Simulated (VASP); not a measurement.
# ZnS (R3m) in VASP: further runs

The runs below take ZnS through single point, with LDA.

All numbers are computed with VASP 6.6.1; they aren't measurements. Logs are shortened: lines on timing, memory, paths and dates and some standing lists are left out, and cuts for length are marked.

### 1 The cell of the first run

The structure is trigonal, space group R3m (No. 160). The conventional cell has a = 3.905 Å, b = 3.905 Å, c = 28.785 Å, α = 90.00°, β = 90.00°, γ = 120.00°. Within 3.2 Å of Zn (site symmetry 3m) lie 4 S at 2.39 to 2.40 Å. Within 3.2 Å of Zn (site symmetry 3m) lie 4 S at 2.39 Å. Zn (site symmetry 3m) has 4 S at 2.39 to 2.40 Å within 3.2 Å. Within 3.2 Å of S (site symmetry 3m) lie 4 Zn at 2.39 to 2.40 Å. S (site symmetry 3m) has 4 Zn at 2.39 to 2.40 Å within 3.2 Å. Within 3.2 Å of S (site symmetry 3m) lie 4 Zn at 2.39 Å.

### 2 Single point, LDA

The input, INCAR:

```
SYSTEM = ZnS
ALGO = Normal
EDIFF = 1E-6
ENCUT = 520
GGA = CA
ISIF = 2
ISMEAR = 0
LASPH = .TRUE.
LCHARG = .FALSE.
LREAL = .FALSE.
LWAVE = .FALSE.
NBANDS = 36
NELM = 100
PREC = Accurate
SIGMA = 0.01
```

The input, KPOINTS:

```
k-points
0
G
  6 6 6
  0 0 0
```

The input, POSCAR:

```
ZnS
1.0
    1.9525233809      1.1272903570      9.5949636807
   -1.9525233809      1.1272903570      9.5949636807
    0.0000000000     -2.2545796880      9.5949636807
Zn S
3 3
Direct
    0.9999710000      0.9999710000      0.9999710000
    0.2222690000      0.2222690000      0.2222690000
    0.4446130000      0.4446130000      0.4446130000
    0.0832670000      0.0832670000      0.0832670000
    0.5278420000      0.5278420000      0.5278420000
    0.3053630000      0.3053630000      0.3053630000
```

Potentials or basis: VASP PAW LDA potentials, release 64 (Zn, S).

On the command line:

```
cat potpaw_LDA.64/Zn/POTCAR potpaw_LDA.64/S/POTCAR > POTCAR
mpirun -np 1 vasp_std > vasp.out
```

OUTCAR:

```text
SYSTEM = ZnS
   EDIFF = 1E-6
   ENCUT = 520
   GGA = CA
   ISIF = 2
   ISMEAR = 0
   LASPH = .TRUE.
   LREAL = .FALSE.
   NELM = 100
   PREC = Accurate

 ion  position               nearest neighbor table
   1  1.000  1.000  1.000-   6 2.39   6 2.39   6 2.39   4 2.40
   2  0.222  0.222  0.222-   6 2.39   5 2.39   5 2.39   5 2.39
   3  0.445  0.445  0.445-   4 2.39   4 2.39   4 2.39   5 2.40
   4  0.083  0.083  0.083-   3 2.39   3 2.39   3 2.39   1 2.40
   5  0.528  0.528  0.528-   2 2.39   2 2.39   2 2.39   3 2.40
   6  0.305  0.305  0.305-   2 2.39   1 2.39   1 2.39   1 2.39

  LATTYP: Found a trigonal (rhomboedric) cell.
 ALAT       =     9.8562903334
 COS(alpha) =     0.9215133891

  Lattice vectors:

 A1 = (   1.9525233809,   1.1272903570,   9.5949636807)
 A2 = (  -1.9525233809,   1.1272903570,   9.5949636807)
 A3 = (   0.0000000000,  -2.2545796880,   9.5949636807)

Analysis of symmetry for initial positions (statically):
=====================================================================
 Subroutine PRICEL returns:
 Original cell was already a primitive cell.

 Routine SETGRP: Setting up the symmetry group for a
 trigonal (rhombohedral) supercell.

 Subroutine GETGRP returns: Found  6 space group operations
 (whereof  6 operations were pure point group operations)
 out of a pool of 12 trial point group operations.

The static configuration has the point symmetry C_3v.

Analysis of symmetry for dynamics (positions and initial velocities):
=====================================================================
 Subroutine PRICEL returns:
 Original cell was already a primitive cell.

 Routine SETGRP: Setting up the symmetry group for a
 trigonal (rhombohedral) supercell.

 Subroutine GETGRP returns: Found  6 space group operations
 (whereof  6 operations were pure point group operations)
 out of a pool of 12 trial point group operations.

The dynamic configuration has the point symmetry C_3v.

 Subroutine INISYM returns: Found  6 space group operations
 (whereof  6 operations are pure point group operations),
 and found     1 'primitive' translations

----------------------------------------------------------------------------------------

                                     Primitive cell

  volume of cell :     126.7146

  direct lattice vectors                    reciprocal lattice vectors
     1.952523381  1.127290357  9.594963681     0.256078880  0.147847195  0.034740442
    -1.952523381  1.127290357  9.594963681    -0.256078880  0.147847195  0.034740442
     0.000000000 -2.254579688  9.594963681     0.000000000 -0.295694390  0.034740458

  length of vectors
     9.856290333  9.856290333  9.856290256     0.297728205  0.297728205  0.297728184

  position of ions in fractional coordinates (direct lattice)
     0.999971000  0.999971000  0.999971000
     0.222269000  0.222269000  0.222269000
     0.444613000  0.444613000  0.444613000
     0.083267000  0.083267000  0.083267000
     0.527842000  0.527842000  0.527842000
     0.305363000  0.305363000  0.305363000

  ion indices of the primitive-cell ions
   primitive index   ion index
                 1           1
                 2           2
                 3           3
                 4           4
                 5           5
                 6           6

----------------------------------------------------------------------------------------

 KPOINTS: k-points

Automatic generation of k-mesh.
 Grid dimensions read from file:
 generate k-points for:    6    6    6

 Generating k-lattice:

  Cartesian coordinates                     Fractional coordinates (reciprocal lattice)
     0.042679813  0.024641199  0.005790074     0.166666667 -0.000000000 -0.000000000
    -0.042679813  0.024641199  0.005790074    -0.000000000  0.166666667 -0.000000000
     0.000000000 -0.049282398  0.005790076     0.000000000  0.000000000  0.166666667

  Length of vectors
     0.049621367  0.049621367  0.049621364

  Shift w.r.t. Gamma in fractional coordinates (k-lattice)
     0.000000000  0.000000000  0.000000000

 Subroutine IBZKPT returns following result:
 ===========================================

 Found     32 irreducible k-points:

 Following reciprocal coordinates:
            Coordinates               Weight
  0.000000  0.000000  0.000000      1.000000
  0.166667  0.000000  0.000000      6.000000
  0.333333  0.000000  0.000000      6.000000
  0.500000  0.000000  0.000000      3.000000
  0.166667  0.166667  0.000000      6.000000
  0.333333  0.166667  0.000000     12.000000
[... 16 lines left out ...]
  0.500000  0.500000  0.166667      6.000000
 -0.333333  0.500000  0.166667     12.000000
 [... further k-points ...]
   k-points           NKPTS =     32   k-points in BZ     NKDIM =     32   number of bands    NBANDS=     36
   number of dos      NEDOS =    301   number of ions     NIONS =      6
   total plane-waves  NPLWV = 512000
   dimension x,y,z NGX =    80 NGY =   80 NGZ =   80
   dimension x,y,z NGXF=   160 NGYF=  160 NGZF=  160
   ions per type =               3   3
   NGX,Y,Z   is equivalent  to a cutoff of  13.49, 13.49, 13.49 a.u.
   NGXF,Y,Z  is equivalent  to a cutoff of  26.99, 26.99, 26.99 a.u.
 SYSTEM =  ZnS
   PREC   = accura    normal or accurate (medium, high low for compatibility)
   ISTART =      0    job   : 0-new  1-cont  2-samecut
   ICHARG =      2    charge: 1-file 2-atom 10-const
   ISPIN  =      1    spin polarized calculation?
   LNONCOLLINEAR =      F non collinear calculations
   LSORBIT =      F    spin-orbit coupling
   LASPH  =      T    aspherical Exc in radial PAW
   ENCUT  =  520.0 eV  38.22 Ry    6.18 a.u.  18.33 18.33 18.33*2*pi/ulx,y,z
   NELM   =    100;   NELMIN=  2; NELMDL= -5     # of ELM steps
   EDIFF  = 0.1E-05   stopping-criterion for ELM
   LREAL  =      F    real-space projection
   EDIFFG = 0.1E-04   stopping-criterion for IOM
   NSW    =      0    number of steps for IOM
   IBRION =     -1    ionic relax: 0-MD 1-quasi-New 2-CG
   NFREE  =      0    steps in history (QN), initial steepest desc. (CG)
   ISIF   =      2    stress and relaxation
   ISYM   =      2    0-nonsym 1-usesym 2-fastsym
   POTIM  = 0.5000    time-step for ionic-motion
   TEBEG  =    0.0;   TEEND  =   0.0 temperature during run
   PSTRESS=    0.0 pullay stress
   NELECT =      54.0000    total number of electrons
   NUPDOWN=      -1.0000    fix difference up-down
   EMIN   =  10.00;   EMAX   =-10.00  energy-range for DOS
   EFERMI =   0.00;   METHOD = LEGACY
   ISMEAR =     0;   SIGMA  =   0.01  broadening in eV -4-tet -1-fermi 0-gaus
   EFERMI_NEDOS =   21; number of points for ismear=-14 and -15
   IALGO  =     38    algorithm
   IMIX   =      4    mixing-type and parameters
     AMIX     =   0.40;   BMIX     =  1.00
     AMIX_MAG =   1.60;   BMIX_MAG =  1.00
  volume/ion in A,a.u.               =      21.12       142.52
  Fermi-wavevector in a.u.,A,eV,Ry     =   1.231962  2.328070 20.649970  1.517730
  Thomas-Fermi vector in A             =   2.366751
   LORBIT       =      0    0 simple, 1 ext, 2 COOP (PROOUT), +10 PAW based schemes
   GGA     = CA    functional components
   LHFCALC =     F    Hartree Fock is set to
   AEXX    =    0.0000 exact exchange contribution
   IVDW    =     0    specifies the selected vdW correction
   LEPSILON=     F    determine dielectric tensor
   LRPA    =     F    only Hartree local field effects (RPA)
 non-spin polarized calculation
 Gauss-broadening in eV      SIGMA  =   0.01
  energy-cutoff  :      520.00
  volume of cell :      126.71
 maximum number of plane-waves:      3453
 NGX is ok and might be reduce to    80
   NGX = 37   NGY = 37   NGZ = 37

 number of electron      54.0000003 magnetization

 Free energy of the ion-electron system (eV)
  ---------------------------------------------------
  ext. energy  EPLUGINS =         0.00000000
  ---------------------------------------------------
  free energy    TOTEN  =       -24.18558107 eV

  energy without entropy =      -24.18558107  energy(sigma->0) =      -24.18558107

 E-fermi :   1.4199     XC(G=0):  -9.7274

 val. band max:        1.3232924670   @ k =   0.0000   0.0000   0.0000
 cond. band min:       2.9513488192   @ k =   0.0000   0.0000   0.0000
 fundamental gap:      1.6280563522
 Fermi energy:         1.4199041843

 k-point     1 :       0.0000    0.0000    0.0000
  band No.  band energies     occupation
      1     -11.3515      2.00000
      2     -10.7588      2.00000
      3     -10.7489      2.00000
      4      -4.9372      2.00000
      5      -4.9291      2.00000
      6      -4.9291      2.00000
[... 28 lines left out ...]
     35       8.1183      0.00000
     36       8.5023      0.00000

 k-point     2 :       0.1667    0.0000    0.0000
  band No.  band energies     occupation
      1     -11.1848      2.00000
      2     -10.6810      2.00000
      3     -10.6019      2.00000
      4      -4.9295      2.00000
      5      -4.9092      2.00000
      6      -4.9000      2.00000
[... 28 lines left out ...]
     35       8.1097      0.00000
     36       8.6923      0.00000

 k-point     3 :       0.3333    0.0000    0.0000
  band No.  band energies     occupation
      1     -10.7903      2.00000
      2     -10.4553      2.00000
      3     -10.3697      2.00000
      4      -4.9072      2.00000
      5      -4.8785      2.00000
      6      -4.8538      2.00000
[... 28 lines left out ...]
     35       8.8620      0.00000
     36       9.3551      0.00000
[... 742 lines left out ...]
 k-point    23 :       0.5000    0.5000    0.1667
  band No.  band energies     occupation
      1     -10.7091      2.00000
      2     -10.6264      2.00000
      3     -10.2799      2.00000
      4      -4.9259      2.00000
      5      -4.8778      2.00000
      6      -4.8429      2.00000
[... 28 lines left out ...]
     35       8.9070      0.00000
     36       8.9889      0.00000

 k-point    24 :      -0.3333    0.5000    0.1667
  band No.  band energies     occupation
      1     -10.4648      2.00000
      2     -10.4569      2.00000
      3     -10.2363      2.00000
      4      -4.8805      2.00000
      5      -4.8422      2.00000
      6      -4.8175      2.00000
[... 28 lines left out ...]
     35       8.6126      0.00000
     36       9.6286      0.00000

 [... further k-points ...]
[... 5 lines left out ...]
  --------------------------------------------------------------------------------------
  -------------------------------------------------------------------------------------
  Total       -6.4298976     -6.4298989     -6.4829937      0.0000000     -0.0000002      0.0000000
  in kB      -81.2995514    -81.2995681    -81.9708981      0.0000000     -0.0000029      0.0000000
  external PRESSURE =     -81.5233392 kB  Pullay stress =       0.0000000 kB

 VOLUME and BASIS-vectors are now :
 -----------------------------------------------------------------------------
  energy-cutoff  :      520.00
  volume of cell :      126.71
      direct lattice vectors                 reciprocal lattice vectors
     1.952523381  1.127290357  9.594963681     0.256078880  0.147847195  0.034740442
    -1.952523381  1.127290357  9.594963681    -0.256078880  0.147847195  0.034740442
     0.000000000 -2.254579688  9.594963681     0.000000000 -0.295694390  0.034740458

 POSITION                                       TOTAL-FORCE (eV/Angst)
 -----------------------------------------------------------------------------------
      0.00000      0.00000     28.78406         0.000000     -0.000000     -0.010672
      0.00000      0.00000      6.39799         0.000000     -0.000000     -0.008622
      0.00000      0.00000     12.79814         0.000000     -0.000000     -0.024329
      0.00000      0.00000      2.39683         0.000000      0.000000      0.019274
      0.00000      0.00000     15.19387         0.000000      0.000000      0.009577
      0.00000      0.00000      8.78984         0.000000      0.000000      0.014772
 -----------------------------------------------------------------------------------
    total drift:                               -0.000000      0.000002     -0.000316

  FREE ENERGIE OF THE ION-ELECTRON SYSTEM (eV)
  ---------------------------------------------------
  free  energy   TOTEN  =       -24.1855810724 eV

  energy  without entropy=      -24.1855810724  energy(sigma->0) =      -24.18558107
```

Wall time 7.8 min (1 thread of Intel Xeon 6975P-C (Granite Rapids), shared host); peak memory 0.63 GiB.

Results:

```
Free energy            : -24.1856 eV
Pressure               : -8.2 GPa
Largest force          : 0.024 eV/Å
Band gap on the k mesh : 1.63 eV, direct
```

Forces in eV/Å, atoms in the order of the input:
```
Zn   0.000  0.000 -0.011
Zn   0.000  0.000 -0.009
Zn   0.000  0.000 -0.024
S    0.000  0.000  0.019
S    0.000  0.000  0.010
S    0.000  0.000  0.015
```

Levels at points of the mesh, in eV from the valence-band top:
```
           k point  band 24  band 25  band 26  band 27  band 28  band 29  band 30  band 31
(0.00, 0.00, 0.00)    -0.61    -0.05     0.00     0.00     1.63     2.96     3.10     6.21
(0.50, 0.00, 0.00)    -1.75    -1.73    -1.17    -0.79     3.11     3.65     3.83     4.67
(0.50, 0.50, 0.00)    -1.71    -1.15    -1.14    -1.13     3.09     3.49     3.99     4.71
(0.50, 0.50, 0.50)    -0.22    -0.22    -0.21    -0.21     2.80     2.83     2.92     6.05
```

A k mesh can miss the band edges.

### 3 Single point, LDA

This run uses another cell than the first one, of 21.90 Å³/atom, 1.037 times its volume.

The input, INCAR:

```
SYSTEM = ZnS
  PREC = Accurate
  ENCUT = 520
  EDIFF = 1E-7
  ISMEAR = 0
  SIGMA = 0.01
  LREAL = .FALSE.
  LASPH = .TRUE.
  NELM = 80
  ALGO = Normal
  ISIF = 2
  LWAVE = .FALSE.
  LCHARG = .FALSE.
  NBANDS = 36
```

The input, KPOINTS:

```
Automatic mesh
0
G
  6 6 6
  0 0 0
```

POSCAR: that of step 2 with these lines changed.

```diff
@@ -2,5 +2,5 @@
 1.0
-    1.9525233809      1.1272903570      9.5949636807
-   -1.9525233809      1.1272903570      9.5949636807
-    0.0000000000     -2.2545796880      9.5949636807
+    1.9763369886      1.1410391554      9.7119869662
+   -1.9763369886      1.1410391554      9.7119869662
+    0.0000000000     -2.2820772723      9.7119869662
 Zn S
```

Potentials or basis: VASP PAW LDA potentials, release 64 (Zn, S).

On the command line:

```
cat potpaw_LDA.64/Zn/POTCAR potpaw_LDA.64/S/POTCAR > POTCAR
mpirun -np 1 vasp_std > vasp.out
```

It took 8 min on 1 thread of Intel Xeon 6975P-C (Granite Rapids), shared host; peak memory 0.63 GiB.

It converged, with:

| Quantity | Value |
| --- | --- |
| Free energy | -23.9245 eV |
| Pressure | -9.7 GPa |
| Largest force | 0.028 eV/Å |
| Band gap on the k mesh | 1.47 eV, direct |

Forces on the atoms (eV/Å):
```
Zn   0.000  0.000 -0.013
Zn   0.000  0.000 -0.013
Zn   0.000  0.000 -0.028
S    0.000  0.000  0.024
S    0.000  0.000  0.012
S    0.000  0.000  0.018
```

Stress tensor (GPa, compression positive):
```
-9.67  0.00  0.00
 0.00 -9.67  0.00
 0.00  0.00 -9.77
```

Levels at points of the mesh, in eV from the valence-band top:
```
           k point  band 23  band 24  band 25  band 26  band 27  band 28  band 29  band 30  band 31  band 32
(0.00, 0.00, 0.00)    -0.58    -0.58    -0.05     0.00     0.00     1.47     2.88     3.00     6.22     6.22
(0.50, 0.00, 0.00)    -1.86    -1.65    -1.63    -1.10    -0.74     3.08     3.61     3.81     4.64     5.14
(0.50, 0.50, 0.00)    -1.90    -1.61    -1.09    -1.07    -1.07     3.05     3.49     3.93     4.67     5.66
(0.50, 0.50, 0.50)    -0.75    -0.21    -0.21    -0.20    -0.20     2.66     2.75     2.78     6.02     6.09
```
